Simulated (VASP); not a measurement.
## MgAl16N16 (a cell with a defect): single point with PBE

The system is MgAl16N16 (a cell with a defect).

```xyz
33
Lattice="6.2595 0.0000 0.0000 -3.1298 5.4209 0.0000 0.0000 0.0000 10.0348" Properties=species:S:1:pos:R:3 pbc="T T T"
Al    1.8537    1.0464    2.4679
Al    0.0124    1.8761    5.1632
Al    1.5559    0.8988    7.4884
Al   -0.0063    1.7812   10.0717
Al   -0.0075    3.6196    2.5497
Al   -1.5121    4.4874    5.1347
Al   -0.0040    3.6174    7.6563
Al   -1.5976    4.5364   10.0613
Al    4.3769    1.0843    2.4794
Al    3.1646    1.7858    4.8142
Al    4.7137    0.8942    7.4906
Al    3.1128    1.8175    9.6423
Al    3.1463    3.2958    2.4644
Al    1.5131    4.4738    5.1617
Al    3.1295    3.6252    7.4881
Al    1.5838    4.5388   10.0707
N     1.4720    0.8721    4.5033
N     0.0075    1.7477    1.9941
N     1.4961    0.8814    9.3568
N     0.0187    1.8470    7.0025
N    -0.0086    3.6204    4.4606
N    -1.6159    4.5466    1.9652
N    -0.0170    3.6248    9.5432
N    -1.5283    4.4968    6.9756
N     4.8088    0.8388    4.5665
N     3.1065    1.8205    1.3724
N     4.7198    0.8914    9.3746
N     3.1474    1.7978    6.9019
N     3.1118    3.7110    4.4982
N     1.6202    4.5424    1.9924
N     3.1123    3.6842    9.3569
N     1.5398    4.4837    7.0010
Mg   -0.0249    0.0168    3.3630
```

```
Program                : VASP 6.6.1
Task                   : single point
Functional             : PBE
Potentials or basis    : VASP PAW PBE potentials, release 64 (Al, N, Mg)
Cutoff                 : 520 eV
k mesh                 : 1 × 1 × 1
Occupations            : fermi-dirac, width 0.01 eV
Spin                   : no spin polarisation
Dipole correction      : no
Further INCAR settings : LREAL = Auto; ALGO = Normal; EDIFF = 1e-06; NBANDS = 87
```

| Item | Value |
| --- | --- |
| Pressure | 8.6 GPa |
| Largest force | 1.125 eV/Å |
| Band gap on the k mesh | 1.50 eV |

Forces in eV/Å, atoms in the order of the input:
```
Al  -0.707 -0.201 -0.618
Al  -0.091 -0.401 -0.305
Al  -0.028 -0.186 -0.492
Al  -0.123  0.059 -0.572
Al   0.145 -0.103 -0.406
Al  -0.582  0.337 -0.240
Al   0.101 -0.060 -0.534
Al  -0.117  0.058 -0.681
Al   0.821 -0.447 -0.626
Al  -0.279  0.178  0.412
Al   0.231 -0.138 -0.403
Al  -0.078  0.038 -0.254
Al  -0.147  0.700 -0.617
Al   0.300  0.274 -0.302
Al   0.143  0.121 -0.482
Al  -0.109  0.069 -0.582
N    0.300 -0.279 -0.139
N   -0.174  0.338  0.691
N    0.285 -0.016  0.336
N   -0.217  0.179  0.481
N    0.062 -0.038  0.232
N    0.265 -0.153  0.991
N    0.163 -0.093  0.995
N   -0.043  0.015  0.545
N   -0.020  0.017 -0.152
N   -0.069  0.053  0.355
N    0.123 -0.082  0.195
N   -0.166  0.095  0.396
N    0.381 -0.153 -0.124
N   -0.383 -0.018  0.695
N    0.179 -0.212  0.333
N   -0.243  0.093  0.489
Mg   0.077 -0.044  0.384
```

Stress tensor (GPa, compression positive):
```
11.72 -0.73  0.24
-0.73 10.82 -0.19
 0.24 -0.19  3.39
```

Levels at points of the mesh, in eV from the valence-band top:
| k point | band 61 | band 62 | band 63 | band 64 | band 65 | band 66 | band 67 | band 68 | band 69 | band 70 |
| --- | --- | --- | --- | --- | --- | --- | --- | --- | --- | --- |
| (0.00, 0.00, 0.00) | -2.59 | -2.19 | -2.19 | -2.07 | 0.00 | 1.50 | 1.76 | 1.98 | 2.86 | 2.92 |

Run time: 2.2 min on 1 thread of Intel Xeon 8259CL (shared host), peak memory 0.42 GiB.

Caveat: the k points lie up to 1.16 Å⁻¹ apart.
